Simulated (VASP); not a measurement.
# Sr (P6/mmm) in VASP: further runs

The runs below take Sr through single point, with PBE+D3(BJ).

Everything below comes from runs of VASP 6.6.1. Logs are shortened: lines on timing, memory, paths and dates and some standing lists are left out, and cuts for length are marked.

## 1. The cell of the first run

The structure is hexagonal, space group P6/mmm (No. 191). Conventional cell: a = 10.988 Å, b = 10.988 Å, c = 4.421 Å, α = 90.00°, β = 90.00°, γ = 120.00°. Sr (site symmetry 6/mmm) has 2 Sr at 4.42 Å within 5.8 Å.

## 2. Single point, PBE+D3(BJ)

INCAR

```
SYSTEM = Sr
  PREC = Accurate
  ENCUT = 520
  EDIFF = 1E-6
  ISMEAR = 0
  SIGMA = 0.03
  LREAL = .False.
  LASPH = .True.
  NELM = 80
  ALGO = Normal
  ISIF = 2
  LWAVE = .False.
  LCHARG = .False.
  GGA = PE
  IVDW = 12
  NBANDS = 11
```

KPOINTS

```
Automatic mesh
0
Gamma
  6 6 8
  0 0 0
```

POSCAR

```
Sr
1.0
   10.9876299658      0.0000000000      0.0000000000
   -5.4938149829      9.5155666777      0.0000000000
    0.0000000000      0.0000000000      4.4211119100
Sr
1
Direct
    0.0000000000      0.0000000000      0.0000000000
```

Potentials or basis: VASP PAW PBE potentials, release 64 (Sr_sv).

Started as:

```bash
$ cat potpaw_PBE.64/Sr_sv/POTCAR > POTCAR
$ mpirun -np 1 vasp_std > vasp.out
```

OUTCAR:

```text
SYSTEM = Sr
   PREC = Accurate
   ENCUT = 520
   EDIFF = 1E-6
   ISMEAR = 0
   LREAL = .False.
   LASPH = .True.
   NELM = 80
   ISIF = 2
   GGA = PE
   IVDW = 12
 IVDW          = 12

 ion  position               nearest neighbor table
   1  0.000  0.000  0.000-

  LATTYP: Found a hexagonal cell.
 ALAT       =    10.9876299658
 C/A-ratio  =     0.4023717511

  Lattice vectors:

 A1 = (  10.9876299658,   0.0000000000,   0.0000000000)
 A2 = (  -5.4938149829,   9.5155666777,   0.0000000000)
 A3 = (   0.0000000000,   0.0000000000,   4.4211119100)

Analysis of symmetry for initial positions (statically):
=====================================================================
 Subroutine PRICEL returns:
 Original cell was already a primitive cell.

 Routine SETGRP: Setting up the symmetry group for a
 hexagonal supercell.

 Subroutine GETGRP returns: Found 24 space group operations
 (whereof 24 operations were pure point group operations)
 out of a pool of 24 trial point group operations.

The static configuration has the point symmetry D_6h.

Analysis of symmetry for dynamics (positions and initial velocities):
=====================================================================
 Subroutine PRICEL returns:
 Original cell was already a primitive cell.

 Routine SETGRP: Setting up the symmetry group for a
 hexagonal supercell.

 Subroutine GETGRP returns: Found 24 space group operations
 (whereof 24 operations were pure point group operations)
 out of a pool of 24 trial point group operations.

The dynamic configuration has the point symmetry D_6h.

 Subroutine INISYM returns: Found 24 space group operations
 (whereof 24 operations are pure point group operations),
 and found     1 'primitive' translations

----------------------------------------------------------------------------------------

                                     Primitive cell

  volume of cell :     462.2428

  direct lattice vectors                    reciprocal lattice vectors
    10.987629966  0.000000000  0.000000000     0.091011438  0.052545478  0.000000000
    -5.493814983  9.515566678  0.000000000     0.000000000  0.105090956  0.000000000
     0.000000000  0.000000000  4.421111910     0.000000000  0.000000000  0.226187443

  length of vectors
    10.987629966 10.987629966  4.421111910     0.105090956  0.105090956  0.226187443

  position of ions in fractional coordinates (direct lattice)
     0.000000000  0.000000000  0.000000000

  ion indices of the primitive-cell ions
   primitive index   ion index
                 1           1

----------------------------------------------------------------------------------------

 KPOINTS: Automatic mesh

Automatic generation of k-mesh.
 Grid dimensions read from file:
 generate k-points for:    6    6    8

 Generating k-lattice:

  Cartesian coordinates                     Fractional coordinates (reciprocal lattice)
     0.015168573  0.008757580  0.000000000     0.166666667 -0.000000000  0.000000000
     0.000000000  0.017515159  0.000000000     0.000000000  0.166666667  0.000000000
     0.000000000  0.000000000  0.028273430     0.000000000  0.000000000  0.125000000

  Length of vectors
     0.017515159  0.017515159  0.028273430

  Shift w.r.t. Gamma in fractional coordinates (k-lattice)
     0.000000000  0.000000000  0.000000000

 Subroutine IBZKPT returns following result:
 ===========================================

 Found     35 irreducible k-points:

 Following reciprocal coordinates:
            Coordinates               Weight
  0.000000  0.000000  0.000000      1.000000
  0.166667  0.000000  0.000000      6.000000
  0.333333  0.000000  0.000000      6.000000
  0.500000  0.000000  0.000000      3.000000
  0.166667  0.166667  0.000000      6.000000
  0.333333  0.166667  0.000000     12.000000
[... 16 lines left out ...]
  0.166667  0.000000  0.375000     12.000000
  0.333333  0.000000  0.375000     12.000000
 [... further k-points ...]
   k-points           NKPTS =     35   k-points in BZ     NKDIM =     35   number of bands    NBANDS=     11
   number of dos      NEDOS =    301   number of ions     NIONS =      1
   total plane-waves  NPLWV = 254016
   dimension x,y,z NGX =    84 NGY =   84 NGZ =   36
   dimension x,y,z NGXF=   168 NGYF=  168 NGZF=   72
   ions per type =               1
   NGX,Y,Z   is equivalent  to a cutoff of  12.71, 12.71, 13.54 a.u.
   NGXF,Y,Z  is equivalent  to a cutoff of  25.42, 25.42, 27.07 a.u.
 SYSTEM =  Sr
   PREC   = accura    normal or accurate (medium, high low for compatibility)
   ISTART =      0    job   : 0-new  1-cont  2-samecut
   ICHARG =      2    charge: 1-file 2-atom 10-const
   ISPIN  =      1    spin polarized calculation?
   LNONCOLLINEAR =      F non collinear calculations
   LSORBIT =      F    spin-orbit coupling
   LASPH  =      T    aspherical Exc in radial PAW
   ENCUT  =  520.0 eV  38.22 Ry    6.18 a.u.  20.43 20.43  8.22*2*pi/ulx,y,z
   NELM   =     80;   NELMIN=  2; NELMDL= -5     # of ELM steps
   EDIFF  = 0.1E-05   stopping-criterion for ELM
   LREAL  =      F    real-space projection
   EDIFFG = 0.1E-04   stopping-criterion for IOM
   NSW    =      0    number of steps for IOM
   IBRION =     -1    ionic relax: 0-MD 1-quasi-New 2-CG
   NFREE  =      0    steps in history (QN), initial steepest desc. (CG)
   ISIF   =      2    stress and relaxation
   ISYM   =      2    0-nonsym 1-usesym 2-fastsym
   POTIM  = 0.5000    time-step for ionic-motion
   TEBEG  =    0.0;   TEEND  =   0.0 temperature during run
   PSTRESS=    0.0 pullay stress
   NELECT =      10.0000    total number of electrons
   NUPDOWN=      -1.0000    fix difference up-down
   EMIN   =  10.00;   EMAX   =-10.00  energy-range for DOS
   EFERMI =   0.00;   METHOD = LEGACY
   ISMEAR =     0;   SIGMA  =   0.03  broadening in eV -4-tet -1-fermi 0-gaus
   EFERMI_NEDOS =   21; number of points for ismear=-14 and -15
   IALGO  =     38    algorithm
   IMIX   =      4    mixing-type and parameters
     AMIX     =   0.40;   BMIX     =  1.00
     AMIX_MAG =   1.60;   BMIX_MAG =  1.00
  volume/ion in A,a.u.               =     462.24      3119.37
  Fermi-wavevector in a.u.,A,eV,Ry     =   0.456161  0.862019  2.831138  0.208083
  Thomas-Fermi vector in A             =   1.440167
   LORBIT       =      0    0 simple, 1 ext, 2 COOP (PROOUT), +10 PAW based schemes
   GGA     = PE    functional components
   LHFCALC =     F    Hartree Fock is set to
   AEXX    =    0.0000 exact exchange contribution
   IVDW    =    12    specifies the selected vdW correction
   LEPSILON=     F    determine dielectric tensor
   LRPA    =     F    only Hartree local field effects (RPA)
 non-spin polarized calculation
 Gauss-broadening in eV      SIGMA  =   0.03
  energy-cutoff  :      520.00
  volume of cell :      462.24
 maximum number of plane-waves:     12556
 NGX is ok and might be reduce to    84
   NGX = 41   NGY = 41   NGZ = 17

 number of electron      10.0000000 magnetization

 Free energy of the ion-electron system (eV)
  ---------------------------------------------------
  ext. energy  EPLUGINS =         0.00000000
  ---------------------------------------------------
  free energy    TOTEN  =        -0.25608173 eV

  energy without entropy =       -0.25608173  energy(sigma->0) =       -0.25608173

 E-fermi :  -1.5130     XC(G=0):  -2.2048

 val. band max:       -1.6419926516   @ k =   0.3333   0.3333   0.5000
 cond. band min:      -1.3323551801   @ k =   0.0000   0.0000   0.5000
 fundamental gap:      0.3096374715
 Fermi energy:        -1.5130214049

 k-point     1 :       0.0000    0.0000    0.0000
  band No.  band energies     occupation
      1     -39.8863      2.00000
      2     -21.8587      2.00000
      3     -21.8587      2.00000
      4     -21.7102      2.00000
      5      -3.6954      2.00000
      6      -1.0858      0.00000
      7      -1.0438      0.00000
      8      -1.0438      0.00000
      9      -0.6911      0.00000
     10      -0.6911      0.00000
     11       0.4012      0.00000

 k-point     2 :       0.1667    0.0000    0.0000
  band No.  band energies     occupation
      1     -39.8863      2.00000
      2     -21.8587      2.00000
      3     -21.8587      2.00000
      4     -21.7102      2.00000
      5      -3.6935      2.00000
      6      -1.1354      0.00000
      7      -1.0558      0.00000
      8      -1.0263      0.00000
      9      -0.6934      0.00000
     10      -0.6766      0.00000
     11       0.4911      0.00000

 k-point     3 :       0.3333    0.0000    0.0000
  band No.  band energies     occupation
      1     -39.8863      2.00000
      2     -21.8587      2.00000
      3     -21.8587      2.00000
      4     -21.7102      2.00000
      5      -3.6895      2.00000
      6      -1.2025      0.00000
      7      -1.0774      0.00000
      8      -1.0178      0.00000
      9      -0.6995      0.00000
     10      -0.6503      0.00000
     11       0.6626      0.00000

 k-point     4 :       0.5000    0.0000    0.0000
  band No.  band energies     occupation
      1     -39.8863      2.00000
      2     -21.8587      2.00000
      3     -21.8587      2.00000
      4     -21.7102      2.00000
      5      -3.6874      2.00000
      6      -1.2309      0.00000
      7      -1.0872      0.00000
      8      -1.0166      0.00000
      9      -0.7029      0.00000
     10      -0.6381      0.00000
     11       0.6548      0.00000
[... 239 lines left out ...]
 k-point    22 :       0.0000    0.0000    0.3750
  band No.  band energies     occupation
      1     -39.8841      2.00000
      2     -21.8536      2.00000
      3     -21.8536      2.00000
      4     -21.7658      2.00000
      5      -2.3363      2.00000
      6      -1.1015      0.00000
      7      -1.1015      0.00000
      8      -0.8312      0.00000
      9      -0.2482      0.00000
     10      -0.2482      0.00000
     11       0.6294      0.00000

 k-point    23 :       0.1667    0.0000    0.3750
  band No.  band energies     occupation
      1     -39.8841      2.00000
      2     -21.8536      2.00000
      3     -21.8536      2.00000
      4     -21.7658      2.00000
      5      -2.3331      2.00000
      6      -1.1076      0.00000
      7      -1.1029      0.00000
      8      -0.8289      0.00000
      9      -0.2492      0.00000
     10      -0.2435      0.00000
     11       0.5480      0.00000

 k-point    24 :       0.3333    0.0000    0.3750
  band No.  band energies     occupation
      1     -39.8841      2.00000
      2     -21.8536      2.00000
      3     -21.8536      2.00000
      4     -21.7658      2.00000
      5      -2.3268      2.00000
      6      -1.1201      0.00000
      7      -1.1058      0.00000
      8      -0.8243      0.00000
      9      -0.2510      0.00000
     10      -0.2338      0.00000
     11       0.4368      0.00000

 [... further k-points ...]

------------------------ aborting loop because EDIFF is reached ----------------------------------------

 Edisp (eV)   -0.09167

 E8    (eV) :    -0.0519

  FORCE on cell =-STRESS in cart. coord.  units (eV):
  Direction    XX          YY          ZZ          XY          YZ          ZX
  --------------------------------------------------------------------------------------
  -------------------------------------------------------------------------------------
  Total      -0.03185    -0.03185     0.57393     0.00000     0.00000     0.00000
  in kB      -0.11040    -0.11040     1.98930     0.00000     0.00000     0.00000
  external pressure =        0.59 kB  Pullay stress =        0.00 kB

 VOLUME and BASIS-vectors are now :
 -----------------------------------------------------------------------------
  energy-cutoff  :      520.00
  volume of cell :      462.24
      direct lattice vectors                 reciprocal lattice vectors
    10.987629966  0.000000000  0.000000000     0.091011438  0.052545478  0.000000000
    -5.493814983  9.515566678  0.000000000     0.000000000  0.105090956  0.000000000
     0.000000000  0.000000000  4.421111910     0.000000000  0.000000000  0.226187443

 POSITION                                       TOTAL-FORCE (eV/Angst)
 -----------------------------------------------------------------------------------
      0.00000      0.00000      0.00000        -0.000000      0.000000      0.000000
 -----------------------------------------------------------------------------------
    total drift:                                0.000000      0.000000      0.000000

  FREE ENERGIE OF THE ION-ELECTRON SYSTEM (eV)
  ---------------------------------------------------
  free  energy   TOTEN  =        -0.3477513805 eV

  energy  without entropy=       -0.3477513805  energy(sigma->0) =       -0.34775138
```

It took 8.5 min on 1 thread of AMD EPYC 7R13, shared host; peak memory 0.62 GiB.

Results:

```
Free energy                : -0.3478 eV
Pressure                   : 0.1 GPa
Band gap on the k mesh     : 0.31 eV, indirect (least direct gap 0.32 eV)
Dispersion energy per atom : -0.092 eV
```

A k mesh can miss the band edges.

## 3. Single point, PBE+D3(BJ)

INCAR

```
PREC     = Accurate       # precision mode
ENCUT    = 520            # plane-wave cutoff, eV
EDIFF    = 1E-6           # SCF threshold, eV
ISMEAR   = 0              # smearing method
SIGMA    = 0.03           # smearing width, eV
LREAL    = F              # projectors in reciprocal space
LASPH    = T              # aspherical terms in the spheres
NELM     = 100            # most SCF steps
ALGO     = Normal         # electronic algorithm
ISIF     = 2              # what is computed and relaxed
LWAVE    = F              # write WAVECAR
LCHARG   = F              # write CHGCAR
GGA      = PE             # functional
IVDW     = 12             # dispersion correction
NBANDS   = 11             # bands
```

KPOINTS

```
Automatic mesh
0
Gamma
  6 6 8
```

POSCAR is that of step 2.

Potentials or basis: VASP PAW PBE potentials, release 64 (Sr_sv).

Started as:

```bash
$ cat potpaw_PBE.64/Sr_sv/POTCAR > POTCAR
$ mpirun -np 1 vasp_std > vasp.out
```

It took 6.8 min on 1 thread of AMD EPYC 7R13, shared host; peak memory 0.62 GiB.

The run converged. Its results:

```yaml
Free_energy: -0.3478 eV
Pressure: 0.1 GPa
Band_gap_on_the_k_mesh: 0.31 eV, indirect (least direct gap 0.32 eV)
Dispersion_energy_per_atom: -0.092 eV
```

Stress tensor (GPa, compression positive):
```
-0.01  0.00  0.00
 0.00 -0.01  0.00
 0.00  0.00  0.20
```

Levels at points of the mesh, in eV from the valence-band top:
```csv
k point,band 2,band 3,band 4,band 5,band 6,band 7,band 8,band 9
"(0.00, 0.00, 0.00)",-20.22,-20.22,-20.07,-2.05,0.56,0.60,0.60,0.95
"(0.50, 0.00, 0.00)",-20.22,-20.22,-20.07,-2.05,0.41,0.55,0.63,0.94
"(0.00, 0.00, 0.50)",-20.21,-20.21,-20.13,-0.02,0.31,0.51,0.51,1.49
"(0.50, 0.00, 0.50)",-20.21,-20.21,-20.13,0.00,0.32,0.50,0.50,1.49
```

A k mesh can miss the band edges.
